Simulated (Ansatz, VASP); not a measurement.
## Two plane-wave programs on CuF

```
CELL_PARAMETERS angstrom
2.86766 0.00000 0.00000
-1.43383 2.48346 0.00000
0.00000 0.00000 6.80279
ATOMIC_POSITIONS crystal
Cu 0.33333 0.66667 0.04951
Cu 0.66667 0.33333 0.54951
F 0.33333 0.66667 0.33259
F 0.66667 0.33333 0.83259
```

Alike in both runs: functional PBE; k mesh 6 × 6 × 4; occupations gaussian, width 0.1 eV; no spin polarisation.

Ansatz relaxed the structure, and its values are those at the end. VASP's run is a single point on that final structure, the one shown.

|  | VASP | Ansatz |
| --- | --- | --- |
| version | VASP 6.6.1 | Ansatz 0.2.0 |
| potentials or method | VASP PAW PBE potentials, release 64 (Cu_sv_GW, F), cutoff 820 eV | scalar-relativistic, plane waves, PAW |
| valence electrons in the cell | 52 | 52 |

VASP gave:

```
pressure (GPa)                     : -0.7
rms of the force components (eV/Å) : 0.007
```

Problem. Estimate Ansatz's values.

Solution. Pressure (GPa): 0.0; rms of the force components (eV/Å): 0.000.

The functional is the same, so the differences come from potentials, cutoffs and numerics.

The k mesh is coarse, so the values compare programs but aren't converged.
